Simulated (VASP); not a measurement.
# BaS (Cm) in VASP: single point with PBE

Aim: the single point of BaS with PBE.

Program: VASP 6.6.1. These are calculated values, not measurements. Logs are shortened: lines on timing, memory, paths and dates and some standing lists are left out, and cuts for length are marked.

## 1. The cell of the first run

The structure is monoclinic, space group Cm (No. 8). The conventional cell has a = 7.823 Å, b = 4.517 Å, c = 4.517 Å, α = 90.00°, β = 125.26°, γ = 90.00°. Ba (site symmetry m) has 6 S at 3.00 to 3.40 Å within 4.0 Å. Within 4.0 Å of S (site symmetry m) lie 6 Ba at 3.00 to 3.40 Å.

## 2. Single point, PBE (atom 1 (Ba) moved by (-0.200, -0.200) A along [1 1 0] and z)

INCAR reads:

```
PREC = Accurate
ENCUT = 520
EDIFF = 1E-6
ISMEAR = 0
SIGMA = 0.05
LREAL = False
LASPH = True
NELM = 60
ALGO = Normal
ISIF = 2
LWAVE = False
LCHARG = False
GGA = PE
NBANDS = 15
```

KPOINTS reads:

```
Automatic mesh
0
Gamma
  8 8 8
```

POSCAR reads:

```
BaS
1.0
    0.0000000000      3.1937500000      3.1937500000
    3.1937500000      0.0000000000      3.1937500000
    3.1937500000      3.1937500000      0.0000000000
Ba S
1 1
Direct
   -0.0313111546     -0.0313111546     -0.0129695049
    0.5000000000      0.5000000000      0.5000000000
```

Potentials or basis: VASP PAW PBE potentials, release 64 (Ba_sv, S).

Started as:

```
$ cat potpaw_PBE.64/Ba_sv/POTCAR potpaw_PBE.64/S/POTCAR > POTCAR
$ mpirun -np 1 vasp_std > vasp.out
```

OUTCAR:

```text
PREC = Accurate
   ENCUT = 520
   EDIFF = 1E-6
   ISMEAR = 0
   LREAL = False
   LASPH = True
   NELM = 60
   ISIF = 2
   GGA = PE

 ion  position               nearest neighbor table
   1  0.969  0.969  0.987-   2 3.00   2 3.06   2 3.06   2 3.34   2 3.34   2 3.40
   2  0.500  0.500  0.500-   1 3.00   1 3.06   1 3.06   1 3.34   1 3.34   1 3.40

  LATTYP: Found a face centered cubic cell.
 ALAT       =     6.3875000000

  Lattice vectors:

 A1 = (   0.0000000000,   3.1937500000,   3.1937500000)
 A2 = (   3.1937500000,   0.0000000000,   3.1937500000)
 A3 = (   3.1937500000,   3.1937500000,   0.0000000000)

Analysis of symmetry for initial positions (statically):
=====================================================================
 Subroutine PRICEL returns:
 Original cell was already a primitive cell.

 Routine SETGRP: Setting up the symmetry group for a
 face centered cubic supercell.

 Subroutine GETGRP returns: Found  2 space group operations
 (whereof  2 operations were pure point group operations)
 out of a pool of 48 trial point group operations.

The static configuration has the point symmetry C_1h.

Analysis of symmetry for dynamics (positions and initial velocities):
=====================================================================
 Subroutine PRICEL returns:
 Original cell was already a primitive cell.

 Routine SETGRP: Setting up the symmetry group for a
 face centered cubic supercell.

 Subroutine GETGRP returns: Found  2 space group operations
 (whereof  2 operations were pure point group operations)
 out of a pool of 48 trial point group operations.

The dynamic configuration has the point symmetry C_1h.

 Subroutine INISYM returns: Found  2 space group operations
 (whereof  2 operations are pure point group operations),
 and found     1 'primitive' translations

----------------------------------------------------------------------------------------

                                     Primitive cell

  volume of cell :      65.1527

  direct lattice vectors                    reciprocal lattice vectors
     0.000000000  3.193750000  3.193750000    -0.156555773  0.156555773  0.156555773
     3.193750000  0.000000000  3.193750000     0.156555773 -0.156555773  0.156555773
     3.193750000  3.193750000  0.000000000     0.156555773  0.156555773 -0.156555773

  length of vectors
     4.516644565  4.516644565  4.516644565     0.271162553  0.271162553  0.271162553

  position of ions in fractional coordinates (direct lattice)
     0.968688845  0.968688845  0.987030495
     0.500000000  0.500000000  0.500000000

  ion indices of the primitive-cell ions
[... 88 lines left out ...]
   EMIN   =  10.00;   EMAX   =-10.00  energy-range for DOS
   EFERMI =   0.00;   METHOD = LEGACY
   ISMEAR =     0;   SIGMA  =   0.05  broadening in eV -4-tet -1-fermi 0-gaus
   EFERMI_NEDOS =   21; number of points for ismear=-14 and -15
   IALGO  =     38    algorithm
   IMIX   =      4    mixing-type and parameters
     AMIX     =   0.40;   BMIX     =  1.00
     AMIX_MAG =   1.60;   BMIX_MAG =  1.00
  volume/ion in A,a.u.               =      32.58       219.84
  Fermi-wavevector in a.u.,A,eV,Ry     =   1.025189  1.937326 14.299891  1.051012
  Thomas-Fermi vector in A             =   2.159016
   LORBIT       =      0    0 simple, 1 ext, 2 COOP (PROOUT), +10 PAW based schemes
   GGA     = PE    functional components
   LHFCALC =     F    Hartree Fock is set to
   AEXX    =    0.0000 exact exchange contribution
   IVDW    =     0    specifies the selected vdW correction
   LEPSILON=     F    determine dielectric tensor
   LRPA    =     F    only Hartree local field effects (RPA)
 non-spin polarized calculation
 Gauss-broadening in eV      SIGMA  =   0.05
  energy-cutoff  :      520.00
  volume of cell :       65.15
 maximum number of plane-waves:      1807
 NGX is ok and might be reduce to    36
   NGX = 17   NGY = 17   NGZ = 17

 number of electron      16.0000001 magnetization

 Free energy of the ion-electron system (eV)
  ---------------------------------------------------
  ext. energy  EPLUGINS =         0.00000000
  ---------------------------------------------------
  free energy    TOTEN  =       -10.09819634 eV

  energy without entropy =      -10.09819634  energy(sigma->0) =      -10.09819634

 E-fermi :   1.5767     XC(G=0):  -8.6129

 val. band max:        1.3292214389   @ k =   0.0000   0.0000   0.0000
 cond. band min:       3.7421809084   @ k =   0.5000   0.5000   0.0000
 fundamental gap:      2.4129594695
 Fermi energy:         1.5766853001

 k-point     1 :       0.0000    0.0000    0.0000
  band No.  band energies     occupation
      1     -24.5953      2.00000
      2      -9.7694      2.00000
      3      -9.6660      2.00000
      4      -9.6610      2.00000
      5      -8.8180      2.00000
      6       1.3081      2.00000
      7       1.3194      2.00000
      8       1.3292      2.00000
      9       5.0188      0.00000
     10       5.3457      0.00000
     11       5.4029      0.00000
     12       5.6164      0.00000
     13       6.3870      0.00000
     14       6.4543      0.00000
[... 401 lines left out ...]
      2     -10.6221      2.00000
      3      -9.7475      2.00000
      4      -9.7298      2.00000
      5      -7.9183      2.00000
      6      -0.0854      2.00000
      7       0.5754      2.00000
      8       0.8494      2.00000
      9       5.1610      0.00000
     10       7.0162      0.00000
     11       7.3000      0.00000
     12       7.4863      0.00000
     13       8.4041      0.00000
     14       9.5792      0.00000
     15      11.3497      0.00000

 [... further k-points ...]

------------------------ aborting loop because EDIFF is reached ----------------------------------------

  FORCE on cell =-STRESS in cart. coord.  units (eV):
  Direction    XX          YY          ZZ          XY          YZ          ZX
  --------------------------------------------------------------------------------------
  -------------------------------------------------------------------------------------
  Total        0.7927501      0.7927501      1.1759402     -0.0745368     -0.1104243     -0.1104243
  in kB       19.4945909     19.4945909     28.9176542     -1.8329403     -2.7154549     -2.7154546
  external PRESSURE =      22.6356120 kB  Pullay stress =       0.0000000 kB

 VOLUME and BASIS-vectors are now :
 -----------------------------------------------------------------------------
  energy-cutoff  :      520.00
  volume of cell :       65.15
      direct lattice vectors                 reciprocal lattice vectors
     0.000000000  3.193750000  3.193750000    -0.156555773  0.156555773  0.156555773
     3.193750000  0.000000000  3.193750000     0.156555773 -0.156555773  0.156555773
     3.193750000  3.193750000  0.000000000     0.156555773  0.156555773 -0.156555773

 POSITION                                       TOTAL-FORCE (eV/Angst)
 -----------------------------------------------------------------------------------
      6.24608      6.24608      6.18750         0.297003      0.297003      0.467239
      3.19375      3.19375      3.19375        -0.297003     -0.297003     -0.467239
 -----------------------------------------------------------------------------------
    total drift:                                0.000120      0.000120      0.000230

  FREE ENERGIE OF THE ION-ELECTRON SYSTEM (eV)
  ---------------------------------------------------
  free  energy   TOTEN  =       -10.0981963372 eV

  energy  without entropy=      -10.0981963372  energy(sigma->0) =      -10.09819634
```

OSZICAR:

```text
N       E                     dE             d eps       ncg     rms          rms(c)
DAV:   1     0.782957928990E+02    0.78296E+02   -0.67330E+03  4500   0.919E+02
DAV:   2    -0.555702458974E+01   -0.83853E+02   -0.76057E+02  6013   0.171E+02
DAV:   3    -0.105100033537E+02   -0.49530E+01   -0.49217E+01  6830   0.420E+01
DAV:   4    -0.106021440877E+02   -0.92141E-01   -0.92126E-01  5821   0.555E+00
DAV:   5    -0.106033187802E+02   -0.11747E-02   -0.11747E-02  6453   0.551E-01    0.504E+00
DAV:   6    -0.100814046269E+02    0.52191E+00   -0.72177E-01  5368   0.511E+00    0.345E+00
DAV:   7    -0.100826193355E+02   -0.12147E-02   -0.20318E-01  5966   0.253E+00    0.217E+00
DAV:   8    -0.100958385255E+02   -0.13219E-01   -0.22538E-02  5270   0.109E+00    0.268E-01
DAV:   9    -0.100972384036E+02   -0.13999E-02   -0.37471E-03  5753   0.466E-01    0.141E-01
DAV:  10    -0.100981154002E+02   -0.87700E-03   -0.94770E-04  4906   0.211E-01    0.374E-02
DAV:  11    -0.100981928443E+02   -0.77444E-04   -0.11468E-04  6061   0.675E-02    0.152E-02
DAV:  12    -0.100981954082E+02   -0.25639E-05   -0.67559E-06  5137   0.161E-02    0.101E-02
DAV:  13    -0.100981963372E+02   -0.92892E-06   -0.13263E-06  5706   0.691E-03
   1 F= -.10098196E+02 E0= -.10098196E+02  d E =-.145734E-14
```

Wall time 80 s (1 thread of Intel Xeon Platinum 8488C (Sapphire Rapids), shared host); peak memory 0.31 GiB.

Results:

- Free energy: -10.0982 eV
- Pressure: 2.3 GPa
- Largest force: 0.628 eV/Å
- Band gap on the k mesh: 2.41 eV (least direct gap 2.46 eV)

Forces in eV/Å, atoms in the order of the input:
```
Ba   0.297  0.297  0.467
S   -0.297 -0.297 -0.467
```

Stress tensor (GPa, compression positive):
```
 1.95 -0.18 -0.27
-0.18  1.95 -0.27
-0.27 -0.27  2.89
```

Caveat: the cell differs from its parent crystal (atom 1 (Ba) moved by (-0.200, -0.200) A along [1 1 0] and z); spin-orbit coupling is left out, which moves the levels of the heavy elements. A k mesh can miss the band edges.
